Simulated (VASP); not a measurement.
Input of a VASP 6.6.1 run:

File INCAR:

```
PREC = Accurate
ENCUT = 600
EDIFF = 1E-6
ISMEAR = 0
SIGMA = 0.1
LREAL = False
LASPH = True
NELM = 100
ALGO = Normal
ISIF = 3
LWAVE = False
LCHARG = False
GGA = PE
IBRION = 2
NSW = 100
EDIFFG = -0.01
```

Contents of KPOINTS:

```
regular mesh
0
Gamma
  8 8 8
```

POSCAR

```
Hf3H8
1.0
    4.6476920203      0.0000000000      0.0000000000
    0.0000000000      4.6476920203      0.0000000000
    0.0000000000      0.0000000000      4.6476920203
Hf H
3 8
Direct
    0.5000000000      0.0000000000      0.0000000000
    0.0000000000      0.5000000000      0.0000000000
    0.0000000000      0.0000000000      0.5000000000
    0.7445445303      0.7445445303      0.7445445303
    0.2554554697      0.2554554697      0.7445445303
    0.2554554697      0.7445445303      0.2554554697
    0.7445445303      0.2554554697      0.2554554697
    0.7445445303      0.7445445303      0.2554554697
    0.2554554697      0.2554554697      0.2554554697
    0.7445445303      0.2554554697      0.7445445303
    0.2554554697      0.7445445303      0.7445445303
```

Potentials or basis: VASP PAW PBE potentials, release 64 (Hf_pv, H).

The run is started by

```bash
$ cat potpaw_PBE.64/Hf_pv/POTCAR potpaw_PBE.64/H/POTCAR > POTCAR
$ mpirun -np 1 vasp_std > vasp.out
```

Problem. What does it give for the band gap on the k mesh?

Solution. Zero (band 19 reaches 3.69 eV, above the bottom of band 20 at 1.98 eV).

Problem. Predict the relaxed volume.

Solution. 9.11 Å³/atom.

Problem. What does it give for the relaxed cell?

Solution. a = 4.645 Å, b = 4.645 Å, c = 4.645 Å, α = 90.00°, β = 90.00°, γ = 90.00°.

Problem. What does it give for the space group after relaxing (to 0.05 Å)?

Solution. Pm-3m (No. 221).

Step by step:
```csv
step,energy change (eV),largest force (eV/Å),pressure (GPa),volume (Å³)
1,0.0000,0.0201,-0.25,100.39
2,-0.0003,0.0110,0.05,100.19
3,-0.0003,0.0106,0.03,100.18
4,-0.0003,0.0094,0.05,100.20
```

Caveat: spin-orbit coupling is left out, which moves the levels of the heavy elements.
